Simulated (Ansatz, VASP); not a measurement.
**One calculation of KCl, two programs**

```
K Cl
1.0
     0.00000    2.94547    2.94547
     2.94547    0.00000    2.94547
     2.94547    2.94547    0.00000
K Cl
1 1
Direct
  0.00000 0.00000 0.00000
  0.50000 0.50000 0.50000
```

Alike in both runs: task single point; functional PBEsol; k mesh 8 × 8 × 8; occupations gaussian, width 0.05 eV; no spin polarisation.

```csv
,VASP,Ansatz
version,VASP 6.6.1,Ansatz 0.2.0
potentials or method,"VASP PAW PBE potentials, release 64 (K_sv, Cl), cutoff 500 eV","scalar-relativistic, plane waves, PAW"
valence electrons in the cell,16,16
```

|  | VASP | Ansatz | Ansatz less VASP |
| --- | --- | --- | --- |
| gap on the k mesh at the Fermi level (eV) | 5.73 | 5.74 | +0.009 |
| least direct gap on the mesh (eV) | 5.73 | 5.74 | +0.009 |
| pressure (GPa) | 5.1 | 5.0 | -0.10 |

VASP's potentials were made for PBE, not for PBEsol.
